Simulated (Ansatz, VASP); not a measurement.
**Rh: VASP beside Ansatz**

```
Rh
1.0
     0.00000    1.91489    1.91489
     1.91489    0.00000    1.91489
     1.91489    1.91489    0.00000
Rh
1
Direct
  0.00000 0.00000 0.00000
```

Alike in both runs: functional PBE; k mesh 24 × 24 × 24; occupations gaussian, width 0.1 eV; no spin polarisation.

Ansatz relaxed the structure, and its values are those at the end. VASP's run is a single point on that final structure, the one shown.

|  | VASP | Ansatz |
| --- | --- | --- |
| version | VASP 6.6.1 | Ansatz 0.2.0 |
| potentials or method | VASP PAW PBE potentials, release 64 (Rh_pv), cutoff 520 eV | scalar-relativistic, plane waves, PAW |
| valence electrons in the cell | 15 | 17 |

```tsv
	VASP	Ansatz	Ansatz less VASP
gap on the k mesh at the Fermi level (eV)	none	none	-
pressure (GPa)	0.0	0.0	-0.02
```

A gap of «none» marks a metal or a gap that the smearing closes. With one functional, cell and mesh, what is left measures potentials, basis and numerics. VASP's potentials hold 15 valence electrons a cell and Ansatz's 17, so a difference there can come from the potentials and not from the codes.
